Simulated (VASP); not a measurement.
# Sc2BP3 (P4/mmm) in VASP: further runs, part 2 of 2

VASP 6.6.1. Earlier steps stand in the parts before.

## (4) Relaxation of cell and atoms, PBE

This run uses another cell than the first one, of 16.67 Å³/atom.

INCAR reads:

```
PREC = Accurate ; ENCUT = 600
EDIFF = 1E-7 ; ISMEAR = 0
SIGMA = 0.1 ; LREAL = False
LASPH = True ; NELM = 80
ALGO = Normal ; ISIF = 3
LWAVE = False ; LCHARG = False
GGA = PE ; IBRION = 2
NSW = 90 ; EDIFFG = -0.04
```

KPOINTS reads:

```
Automatic mesh
0
Gamma
  6 6 2
```

POSCAR reads:

```
Sc2BP3
1.0
    3.2083932800      0.0000000000      0.0000000000
    0.0000000000      3.2083932800      0.0000000000
    0.0000000000      0.0000000000      9.7138447500
Sc B P
2 1 3
Direct
    0.5000000000      0.5000000000      0.3248246900
    0.5000000000      0.5000000000      0.6751753100
    0.5000000000      0.5000000000      0.0000000000
    0.0000000000      0.0000000000      0.8390681100
    0.0000000000      0.0000000000      0.1609318900
    0.0000000000      0.0000000000      0.5000000000
```

Potentials or basis: VASP PAW PBE potentials, release 64 (Sc_sv, B, P).

The run is started by

```bash
cat potpaw_PBE.64/Sc_sv/POTCAR potpaw_PBE.64/B/POTCAR potpaw_PBE.64/P/POTCAR > POTCAR
mpirun -np 1 vasp_std > vasp.out
```

OUTCAR:

```text
PREC = Accurate
   ENCUT = 600
   EDIFF = 1E-7
   ISMEAR = 0
   LREAL = False
   LASPH = True
   NELM = 80
   ISIF = 3
   GGA = PE
   IBRION = 2
   NSW = 90
   EDIFFG = -0.04

 ion  position               nearest neighbor table
   1  0.500  0.500  0.325-   5 2.77   5 2.77   5 2.77   5 2.77   6 2.84   6 2.84   6 2.84   6 2.84
                             2 3.40
   2  0.500  0.500  0.675-   4 2.77   4 2.77   4 2.77   4 2.77   6 2.84   6 2.84   6 2.84   6 2.84
                             1 3.40
   3  0.500  0.500  0.000-
   4  0.000  0.000  0.839-   2 2.77   2 2.77   2 2.77   2 2.77
   5  0.000  0.000  0.161-   1 2.77   1 2.77   1 2.77   1 2.77
   6  0.000  0.000  0.500-   1 2.84   2 2.84   1 2.84   2 2.84   1 2.84   2 2.84   1 2.84   2 2.84

  LATTYP: Found a simple tetragonal cell.
 ALAT       =     3.2083932800
 C/A-ratio  =     3.0276352997

  Lattice vectors:

 A1 = (   3.2083932800,   0.0000000000,   0.0000000000)
 A2 = (   0.0000000000,   3.2083932800,   0.0000000000)
 A3 = (   0.0000000000,   0.0000000000,   9.7138447500)

Analysis of symmetry for initial positions (statically):
=====================================================================
 Subroutine PRICEL returns:
 Original cell was already a primitive cell.

 Routine SETGRP: Setting up the symmetry group for a
 simple tetragonal supercell.

 Subroutine GETGRP returns: Found 16 space group operations
 (whereof 16 operations were pure point group operations)
 out of a pool of 16 trial point group operations.

The static configuration has the point symmetry D_4h.

Analysis of symmetry for dynamics (positions and initial velocities):
=====================================================================
 Subroutine PRICEL returns:
 Original cell was already a primitive cell.

 Routine SETGRP: Setting up the symmetry group for a
 simple tetragonal supercell.

 Subroutine GETGRP returns: Found 16 space group operations
 (whereof 16 operations were pure point group operations)
 out of a pool of 16 trial point group operations.

The dynamic configuration has the point symmetry D_4h.

[... 138 lines left out ...]
 NGX is ok and might be reduce to    28
   NGX = 13   NGY = 13   NGZ = 39

--------------------------------------- Ionic step        1  -------------------------------------------

 number of electron      40.0000000 magnetization

 Free energy of the ion-electron system (eV)
  ---------------------------------------------------
  ext. energy  EPLUGINS =         0.00000000
  ---------------------------------------------------
  free energy    TOTEN  =       -34.88965856 eV

  energy without entropy =      -34.85851345  energy(sigma->0) =      -34.87408600

------------------------ aborting loop because EDIFF is reached ----------------------------------------

  FORCE on cell =-STRESS in cart. coord.  units (eV):
  Direction    XX          YY          ZZ          XY          YZ          ZX
  --------------------------------------------------------------------------------------
  -------------------------------------------------------------------------------------
  Total       -0.3403327     -0.3403327     -7.3461881      0.0000000      0.0000000      0.0000000
  in kB       -5.4531562     -5.4531562   -117.7080785      0.0000000      0.0000000      0.0000000
  external PRESSURE =     -42.8714636 kB  Pullay stress =       0.0000000 kB
[... 101 lines left out ...]
  FREE ENERGIE OF THE ION-ELECTRON SYSTEM (eV)
  ---------------------------------------------------
  free  energy   TOTEN  =       -36.0537095317 eV

  energy  without entropy=      -36.0232147206  energy(sigma->0) =      -36.03846213

 E-fermi :  10.3995     XC(G=0): -12.4906

 val. band max:       10.3668535626   @ k =   0.3333   0.3333   0.0000
 cond. band min:      10.4198259626   @ k =   0.3333   0.1667   0.5000
 fundamental gap:      0.0529723999
 Fermi energy:        10.3995211974

 k-point     1 :       0.0000    0.0000    0.0000
  band No.  band energies     occupation
      1     -37.6166      2.00000
      2     -37.4729      2.00000
      3     -16.9632      2.00000
      4     -16.3012      2.00000
      5     -16.3012      2.00000
      6     -16.1820      2.00000
[... 529 lines left out ...]
     23      13.8650      0.00000
     24      14.0473      0.00000

[... ionic steps 4 to 25 ...]

--------------------------------------- Ionic step       26  -------------------------------------------

 number of electron      39.9999999 magnetization

------------------------ aborting loop because EDIFF is reached ----------------------------------------
[... 75 lines left out ...]
--------------------------------------- Ionic step       28  -------------------------------------------

 number of electron      40.0000002 magnetization

 Free energy of the ion-electron system (eV)
  ---------------------------------------------------
  ext. energy  EPLUGINS =         0.00000000
  ---------------------------------------------------
  free energy    TOTEN  =       -37.00704279 eV

  energy without entropy =      -36.98230435  energy(sigma->0) =      -36.99467357

 E-fermi :   7.2867     XC(G=0): -11.1873

 val. band max:        7.2743440276   @ k =   0.5000   0.1667   0.5000
 cond. band min:       7.2880325287   @ k =   0.5000   0.1667   0.0000
 fundamental gap:      0.0136885011
 Fermi energy:         7.2867331909

 k-point     1 :       0.0000    0.0000    0.0000
  band No.  band energies     occupation
      1     -41.8719      2.00000
      2     -41.8600      2.00000
      3     -20.5845      2.00000
      4     -20.4703      2.00000
      5     -20.4703      2.00000
      6     -20.4575      2.00000
[... 562 lines left out ...]
  FREE ENERGIE OF THE ION-ELECTRON SYSTEM (eV)
  ---------------------------------------------------
  free  energy   TOTEN  =       -37.0070427922 eV

  energy  without entropy=      -36.9823043487  energy(sigma->0) =      -36.99467357

 reached required accuracy - stopping structural energy minimisation
```

CONTCAR:

```text
Sc2BP3
   1.00000000000000
     3.3062628897576900   -0.0000000000000000    0.0000000000000000
    -0.0000000000000000    3.3062628897576900    0.0000000000000000
    -0.0000000000000000   -0.0000000000000000    8.2783906382988164
  Sc              B               P
     2     1     3
Direct
     0.5000000000000000    0.5000000000000000    0.3045453292861584
     0.5000000000000000    0.5000000000000000    0.6954546707138418
     0.5000000000000000    0.5000000000000000    1.0000000000000000
     0.0000000000000000    0.0000000000000000    0.8700695066154879
     0.0000000000000000    0.0000000000000000    0.1299304933845122
     0.0000000000000000    0.0000000000000000    0.5000000000000000

  0.00000000E+00  0.00000000E+00  0.00000000E+00
  0.00000000E+00  0.00000000E+00  0.00000000E+00
  0.00000000E+00  0.00000000E+00  0.00000000E+00
  0.00000000E+00  0.00000000E+00  0.00000000E+00
  0.00000000E+00  0.00000000E+00  0.00000000E+00
  0.00000000E+00  0.00000000E+00  0.00000000E+00
```

It took 30 min on 1 thread of AMD EPYC 9755, shared host; peak memory 0.28 GiB.

What came out:

| Quantity | Value |
| --- | --- |
| Free energy | -37.0070 eV |
| Relaxed volume | 15.08 Å³/atom |
| Relaxed cell | a = 3.306 Å, b = 3.306 Å, c = 8.278 Å, α = 90.00°, β = 90.00°, γ = 90.00° |
| Space group after relaxing (to 0.1 Å) | P4/mmm (No. 123) |
| Energy gained by relaxing | 352.9 meV/atom |
| Ionic steps | 28 |
| Pressure after relaxing | 0.0 GPa |
| Largest force after relaxing | 0.016 eV/Å |
| Band gap on the k mesh | zero (bands 20 and 21 overlap by 1.54 eV) |

Forces on the atoms (eV/Å):
```
Sc   0.000  0.000  0.016
Sc   0.000  0.000 -0.016
B    0.000  0.000  0.000
P    0.000  0.000 -0.009
P    0.000  0.000  0.009
P    0.000  0.000  0.000
```

Step by step:
```
step  energy change (eV)  largest force (eV/Å)  pressure (GPa)  volume (Å³)
   1              0.0000                0.5626           -4.29        99.99
   2             -0.5615                1.1793           -0.93        93.57
   3             -1.1641                2.2520            7.59        85.02
   4              1.0952                2.1204           54.19        68.26
   5             -1.1133                2.3006            9.99        83.47
   6             -1.1343                2.1287           13.01        81.52
   7             -1.2652                1.9691           13.77        80.99
   8             -1.3917                1.2299           16.02        79.76
   9             -1.5631                1.0820           13.05        81.35
  10             -1.9042                0.7117            5.47        86.28
  11             -1.9651                0.6186           -4.97        96.70
  12             -2.0285                0.6434           -1.30        92.35
  13             -2.0287                0.6445           -1.05        92.08
  14             -2.0429                0.5331           -0.80        91.96
  15             -2.0689                0.1970            0.02        91.58
  16             -2.0719                0.0525            0.47        91.40
  17             -2.0800                0.0658            0.24        91.59
  18             -2.0885                0.2015           -0.35        91.98
  19             -2.0934                0.1616           -0.32        91.79
  20             -2.0995                0.1335           -0.20        91.47
  21             -2.1107                0.0983            0.12        90.82
  22             -2.0743                0.7379            0.89        89.44
  23             -2.1141                0.1164            0.23        90.59
  24             -2.1115                0.3561            0.43        90.13
  25             -2.1151                0.1890            0.29        90.44
  26             -2.1127                0.0717           -0.36        90.54
  27             -2.1167                0.1183            0.02        90.48
  28             -2.1174                0.0155            0.00        90.49
```

Final structure:
```xyz
6
Lattice="3.3063 0.0000 0.0000 0.0000 3.3063 0.0000 0.0000 0.0000 8.2784" Properties=species:S:1:pos:R:3 pbc="T T T"
Sc    1.6531    1.6531    2.5211
Sc    1.6531    1.6531    5.7572
B     1.6531    1.6531    8.2784
P     0.0000    0.0000    7.2028
P     0.0000    0.0000    1.0756
P     0.0000    0.0000    4.1392
```

Levels at points of the mesh, in eV from the Fermi level:
| k point | band 16 | band 17 | band 18 | band 19 | band 20 | band 21 | band 22 | band 23 | band 24 |
| --- | --- | --- | --- | --- | --- | --- | --- | --- | --- |
| (0.00, 0.00, 0.00) | -2.74 | -0.52 | -0.11 | -0.11 | 0.09 | 0.29 | 0.29 | 0.68 | 1.58 |
| (0.50, 0.00, 0.00) | -2.46 | -1.49 | -0.64 | -0.27 | 0.05 | 0.51 | 0.68 | 1.33 | 2.75 |
| (0.50, 0.50, 0.00) | -3.84 | -3.48 | -3.19 | -3.19 | -1.85 | -1.24 | 0.96 | 1.71 | 1.71 |
| (0.00, 0.00, 0.50) | -1.90 | -0.99 | -0.41 | -0.34 | -0.34 | -0.07 | 0.59 | 0.59 | 2.95 |
| (0.50, 0.00, 0.50) | -1.43 | -1.37 | -1.29 | -0.70 | 0.02 | 0.63 | 1.61 | 1.99 | 2.24 |
| (0.50, 0.50, 0.50) | -3.88 | -3.88 | -3.16 | -3.16 | -1.62 | 0.56 | 1.67 | 1.67 | 1.83 |

## (5) Single point, PBE

This run uses another cell than the first one, of 15.21 Å³/atom.

INCAR reads:

```
SYSTEM = Sc2BP3
PREC = Accurate
ENCUT = 520
EDIFF = 1E-6
ISMEAR = 0
SIGMA = 0.1
LREAL = .FALSE.
LASPH = .TRUE.
NELM = 80
ALGO = Normal
ISIF = 2
LWAVE = .FALSE.
LCHARG = .FALSE.
GGA = PE
NBANDS = 29
```

KPOINTS reads:

```
regular mesh
0
G
  12 12 6
  0 0 0
```

POSCAR reads:

```
Sc2BP3
1.0
    3.3334828150      0.0000000000      0.0000000000
    0.0000000000      3.3334828150      0.0000000000
    0.0000000000      0.0000000000      8.2101067388
Sc B P
2 1 3
Direct
    0.5000000000      0.5000000000      0.3028191633
    0.5000000000      0.5000000000      0.6971808367
    0.5000000000      0.5000000000      0.0000000000
    0.0000000000      0.0000000000      0.8676801167
    0.0000000000      0.0000000000      0.1323198833
    0.0000000000      0.0000000000      0.5000000000
```

Potentials or basis: VASP PAW PBE potentials, release 64 (Sc_sv, B, P).

The run is started by

```bash
cat potpaw_PBE.64/Sc_sv/POTCAR potpaw_PBE.64/B/POTCAR potpaw_PBE.64/P/POTCAR > POTCAR
mpirun -np 1 vasp_std > vasp.out
```

OUTCAR:

```text
SYSTEM = Sc2BP3
   PREC = Accurate
   ENCUT = 520
   EDIFF = 1E-6
   ISMEAR = 0
   LREAL = .FALSE.
   LASPH = .TRUE.
   NELM = 80
   ISIF = 2
   GGA = PE

 ion  position               nearest neighbor table
   1  0.500  0.500  0.303-   3 2.49   5 2.74   5 2.74   5 2.74   5 2.74   6 2.86   6 2.86   6 2.86
                             6 2.86   2 3.24
   2  0.500  0.500  0.697-   3 2.49   4 2.74   4 2.74   4 2.74   4 2.74   6 2.86   6 2.86   6 2.86
                             6 2.86   1 3.24
   3  0.500  0.500  0.000-   1 2.49   2 2.49
   4  0.000  0.000  0.868-   5 2.17   2 2.74   2 2.74   2 2.74   2 2.74
   5  0.000  0.000  0.132-   4 2.17   1 2.74   1 2.74   1 2.74   1 2.74
   6  0.000  0.000  0.500-   1 2.86   2 2.86   1 2.86   2 2.86   1 2.86   2 2.86   1 2.86   2 2.86

  LATTYP: Found a simple tetragonal cell.
 ALAT       =     3.3334828150
 C/A-ratio  =     2.4629215732

  Lattice vectors:

 A1 = (   3.3334828150,   0.0000000000,   0.0000000000)
 A2 = (   0.0000000000,   3.3334828150,   0.0000000000)
 A3 = (   0.0000000000,   0.0000000000,   8.2101067388)

[... 179 lines left out ...]
  free energy    TOTEN  =       -37.03710576 eV

  energy without entropy =      -37.01621422  energy(sigma->0) =      -37.02665999

 E-fermi :   7.0972     XC(G=0): -11.1474

 val. band max:        7.0891810678   @ k =   0.4167   0.0833   0.1667
 cond. band min:       7.0979800933   @ k =   0.5000   0.0833   0.0000
 fundamental gap:      0.0087990254
 Fermi energy:         7.0972359665

 k-point     1 :       0.0000    0.0000    0.0000
  band No.  band energies     occupation
      1     -41.9873      2.00000
      2     -41.9755      2.00000
      3     -20.7069      2.00000
      4     -20.5877      2.00000
      5     -20.5877      2.00000
      6     -20.5749      2.00000
[... 757 lines left out ...]
     28      11.2990      0.00000
     29      11.8437      0.00000

 [... further k-points ...]
[... 5 lines left out ...]
  --------------------------------------------------------------------------------------
  -------------------------------------------------------------------------------------
  Total        0.0632509      0.0632509     -0.0074878      0.0000000     -0.0000000      0.0000000
  in kB        1.1107898      1.1107898     -0.1314984      0.0000000     -0.0000000      0.0000000
  external PRESSURE =       0.6966937 kB  Pullay stress =       0.0000000 kB

 VOLUME and BASIS-vectors are now :
 -----------------------------------------------------------------------------
  energy-cutoff  :      520.00
  volume of cell :       91.23
      direct lattice vectors                 reciprocal lattice vectors
     3.333482815  0.000000000  0.000000000     0.299986547  0.000000000  0.000000000
     0.000000000  3.333482815  0.000000000     0.000000000  0.299986547  0.000000000
     0.000000000  0.000000000  8.210106739     0.000000000  0.000000000  0.121801096

 POSITION                                       TOTAL-FORCE (eV/Angst)
 -----------------------------------------------------------------------------------
      1.66674      1.66674      2.48618        -0.000000     -0.000000      0.008626
      1.66674      1.66674      5.72393         0.000000      0.000000     -0.008626
      1.66674      1.66674      0.00000         0.000000     -0.000000     -0.000000
      0.00000      0.00000      7.12375         0.000000     -0.000000      0.058932
      0.00000      0.00000      1.08636         0.000000     -0.000000     -0.058932
      0.00000      0.00000      4.10505         0.000000     -0.000000     -0.000000
 -----------------------------------------------------------------------------------
    total drift:                                0.000000      0.000000     -0.000000

  FREE ENERGIE OF THE ION-ELECTRON SYSTEM (eV)
  ---------------------------------------------------
  free  energy   TOTEN  =       -37.0371057646 eV

  energy  without entropy=      -37.0162142199  energy(sigma->0) =      -37.02665999
```

OSZICAR:

```text
N       E                     dE             d eps       ncg     rms          rms(c)
DAV:   1     0.481767779843E+03    0.48177E+03   -0.17978E+04  6504   0.137E+03
DAV:   2     0.864966356372E+01   -0.47312E+03   -0.46490E+03  7312   0.485E+02
DAV:   3    -0.382828904826E+02   -0.46933E+02   -0.45493E+02 10807   0.148E+02
DAV:   4    -0.401509626143E+02   -0.18681E+01   -0.18345E+01 10768   0.271E+01
DAV:   5    -0.401799493064E+02   -0.28987E-01   -0.28891E-01 10811   0.385E+00    0.140E+01
DAV:   6    -0.371864605495E+02    0.29935E+01   -0.14868E+01 10448   0.285E+01    0.607E+00
DAV:   7    -0.370845368109E+02    0.10192E+00   -0.10142E+00 11272   0.685E+00    0.386E+00
DAV:   8    -0.370450034180E+02    0.39533E-01   -0.29989E-01 10432   0.406E+00    0.611E-01
DAV:   9    -0.370373682947E+02    0.76351E-02   -0.47373E-02 11179   0.167E+00    0.238E-01
DAV:  10    -0.370370580808E+02    0.31021E-03   -0.34549E-03  9848   0.399E-01    0.151E-01
DAV:  11    -0.370370977367E+02   -0.39656E-04   -0.65440E-04 10792   0.167E-01    0.648E-02
DAV:  12    -0.370371038615E+02   -0.61248E-05   -0.14356E-04 10312   0.838E-02    0.247E-02
DAV:  13    -0.370371063644E+02   -0.25029E-05   -0.10168E-05  9080   0.218E-02    0.108E-02
DAV:  14    -0.370371057646E+02    0.59985E-06   -0.38639E-06  7568   0.154E-02
   1 F= -.37037106E+02 E0= -.37026660E+02  d E =-.208915E-01
```

It took 7.2 min on 1 thread of AMD EPYC 9755, shared host; peak memory 0.36 GiB.

Results:

- Free energy: -37.0371 eV
- Pressure: 0.1 GPa
- Largest force: 0.059 eV/Å
- Band gap on the k mesh: zero (bands 20 and 21 overlap by 1.45 eV)

Forces on the atoms (eV/Å):
```
Sc   0.000  0.000  0.009
Sc   0.000  0.000 -0.009
B    0.000  0.000  0.000
P    0.000  0.000  0.059
P    0.000  0.000 -0.059
P    0.000  0.000  0.000
```

Stress tensor (GPa, compression positive):
```
 0.11  0.00  0.00
 0.00  0.11  0.00
 0.00  0.00 -0.01
```

Levels at points of the mesh, in eV from the Fermi level:
| k point | band 16 | band 17 | band 18 | band 19 | band 20 | band 21 | band 22 | band 23 | band 24 | band 25 |
| --- | --- | --- | --- | --- | --- | --- | --- | --- | --- | --- |
| (0.00, 0.00, 0.00) | -2.63 | -0.43 | -0.14 | -0.14 | 0.20 | 0.37 | 0.37 | 0.75 | 1.78 | 2.94 |
| (0.50, 0.00, 0.00) | -2.40 | -1.45 | -0.63 | -0.18 | 0.04 | 0.57 | 0.76 | 1.40 | 2.80 | 3.06 |
| (0.50, 0.50, 0.00) | -3.79 | -3.28 | -3.01 | -3.01 | -1.70 | -1.10 | 1.02 | 1.94 | 1.94 | 2.48 |
| (0.00, 0.00, 0.50) | -1.79 | -0.67 | -0.32 | -0.31 | -0.31 | 0.03 | 0.59 | 0.59 | 2.96 | 3.10 |
| (0.50, 0.00, 0.50) | -1.39 | -1.21 | -1.14 | -0.74 | 0.04 | 0.70 | 1.71 | 2.02 | 2.24 | 2.60 |
| (0.50, 0.50, 0.50) | -3.81 | -3.81 | -3.00 | -3.00 | -1.52 | 0.84 | 1.92 | 1.93 | 1.93 | 2.24 |

## (6) Summary

```tsv
task	cell	k mesh	cutoff (eV)	gap on the mesh (eV)	pressure (GPa)	largest force (eV/Å)
single point	a = 3.305, b = 3.305, c = 8.257 Å, 6 atoms, atomic positions A	6 × 6 × 2	520	none	0.3	0.10
single point	a = 3.208, b = 3.208, c = 9.714 Å, 6 atoms, atomic positions B	6 × 6 × 2	520	none	-4.3	0.56
relaxation of cell and atoms	relaxed from a = 3.208, b = 3.208, c = 9.714 Å, 6 atoms, atomic positions B	6 × 6 × 2	600	none	0.0	0.02
single point	a = 3.333, b = 3.333, c = 8.210 Å, 6 atoms, atomic positions C	12 × 12 × 6	520	none	0.1	0.06
```

Alike in all rows: level PBE; potentials or basis VASP PAW PBE potentials, release 64 (Sc_sv, B, P); no spin polarisation; smearing gaussian 0.1 eV.

Caveats: some runs use coarse meshes; the stress differs along the axes, from -12 to -1 GPa (at least some runs).

Absolute energies hang on the potentials; compare differences alone.

The gap in the log of VASP goes by the Fermi energy; the results here count the filled bands.